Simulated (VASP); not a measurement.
The system is HfGe.

```
Hf Ge
1.0
     3.50084    0.00000    0.00000
     0.00000    3.50084    0.00000
     0.00000    0.00000    3.50084
Hf Ge
1 1
Direct
  0.00000 0.00000 0.00000
  0.50000 0.50000 0.50000
```

| Item | Value |
| --- | --- |
| Program | VASP 6.6.1 |
| Task | relaxation of cell and atoms |
| Functional | LDA |
| Potentials or basis | VASP PAW LDA potentials, release 64 (Hf_pv, Ge_d) |
| Cutoff | 600 eV |
| k mesh | 8 × 8 × 8 |
| Occupations | fermi-dirac, width 0.05 eV |
| Spin | no spin polarisation |

At the start: pressure -17.7 GPa; volume 21.45 Å³/atom.

Question: How do energy, volume and symmetry change on relaxing?

Answer: Over 7 steps the energy falls by 257.4 meV/atom and the volume is 17.57 Å³/atom (-18.1 %); space group Pm-3m (No. 221, to 0.05 Å).

The path:
```
step  energy change (eV)  largest force (eV/Å)  pressure (GPa)  volume (Å³)
   1              0.0000                0.0000          -17.67        42.91
   2             -0.0565                0.0000           31.89        29.82
   3             -0.5145                0.0000           -0.81        35.32
   4             -0.5149                0.0000           -0.09        35.15
   5             -0.5147                0.0000            0.35        35.00
   6             -0.5149                0.0000           -0.19        35.18
   7             -0.5149                0.0000           -0.09        35.14
```

Final structure:
```
Hf Ge
1.0
     3.27548    0.00000    0.00000
     0.00000    3.27548    0.00000
     0.00000    0.00000    3.27548
Hf Ge
1 1
Direct
  0.00000 0.00000 0.00000
  0.50000 0.50000 0.50000
```

Caveat: the volume moved by over 15 % at a fixed basis, so the end points are rough.
